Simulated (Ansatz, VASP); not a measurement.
Pd: VASP beside Ansatz

```
Pd
1.0
     0.00000    1.94490    1.94490
     1.94490    0.00000    1.94490
     1.94490    1.94490    0.00000
Pd
1
Direct
  0.00000 0.00000 0.00000
```

Alike in both runs: task relaxation of cell and atoms; functional r2SCAN; k mesh 14 × 14 × 14; occupations fermi-dirac, width 0.1 eV; no spin polarisation.

|  | VASP | Ansatz |
| --- | --- | --- |
| version | VASP 6.6.1 | Ansatz 0.2.0 |
| potentials or method | VASP PAW PBE potentials, release 64 (Pd), cutoff 600 eV | plane waves (500 eV) with PAW, scalar-relativistic |
| valence electrons in the cell | 10 | 18 |

|  | VASP | Ansatz | Ansatz less VASP |
| --- | --- | --- | --- |
| relaxed volume (Å³/atom) | 15.02 | 14.96 | -0.055 |
| relaxed cell length with the largest relative difference (Å) | 2.769 | 2.766 | -0.0034 |

VASP's potentials were made for PBE, not for r2SCAN. VASP's potentials hold 10 valence electrons a cell and Ansatz's 18, so a difference there can come from the potentials and not from the codes.
